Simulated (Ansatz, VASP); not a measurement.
## One calculation of Sr, two programs

INCAR

```
SYSTEM = Sr
PREC     = Accurate       ! precision mode
ENCUT    = 520            ! plane-wave cutoff, eV
EDIFF    = 1E-6           ! SCF threshold, eV
ISMEAR   = 0              ! smearing method
SIGMA    = 0.15           ! smearing width, eV
LREAL    = .FALSE.        ! projectors in reciprocal space
LASPH    = .TRUE.         ! aspherical terms in the spheres
NELM     = 60             ! most SCF steps
ALGO     = Fast           ! electronic algorithm
ISIF     = 2              ! what is computed and relaxed
LWAVE    = .FALSE.        ! write WAVECAR
LCHARG   = .FALSE.        ! write CHGCAR
GGA      = PS             ! functional
NBANDS   = 11             ! bands
```

The input KPOINTS:

```
regular mesh
0
G
  14 14 14
  0 0 0
```

Contents of POSCAR:

```
Sr
1.0
   -2.3522500000      2.3522500000      2.3886250000
    2.3522500000     -2.3522500000      2.3886250000
    2.3522500000      2.3522500000     -2.3886250000
Sr
1
Direct
    0.0000000000      0.0000000000      0.0000000000
```

Input for Ansatz:

```yaml
crystal:
  lattice:
    - [-2.35225, 2.35225, 2.388625]
    - [2.35225, -2.35225, 2.388625]
    - [2.35225, 2.35225, -2.388625]
  atoms:
    - { symbol: Sr, position: [0.0, 0.0, 0.0] }
basis:
  ecutwfc: 420
kpoints:
  mp_grid: { grid: [14, 14, 14] }
hamiltonian:
  xc: pbesol
scf:
  occupations: { method: gaussian, width: 0.15 }
output:
  forces: true
  stress: true
  eigenvalues: true
  write_density: true
  write_potential: true
  elf: true
  volumetric_format: npy
```

Change from the starting cell: strain -0.030 along x and y, -0.015 along z, atoms carried along.

Alike in both runs: task single point; functional PBEsol; k mesh 14 × 14 × 14; occupations gaussian, width 0.15 eV; no spin polarisation.

|  | VASP | Ansatz |
| --- | --- | --- |
| version | VASP 6.6.1 | Ansatz 0.2.0 |
| potentials or method | VASP PAW PBE potentials, release 64 (Sr_sv), cutoff 520 eV | scalar-relativistic, plane waves, PAW |
| valence electrons in the cell | 10 | 10 |

```csv
,VASP,Ansatz,Ansatz less VASP
gap on the k mesh at the Fermi level (eV),none,none,-
pressure (GPa),-0.4,-0.4,-0.01
```

VASP's potentials were made for PBE, not for PBEsol. A gap of «none» marks a metal or a gap that the smearing closes. With one functional, cell and mesh, what is left measures potentials, basis and numerics.
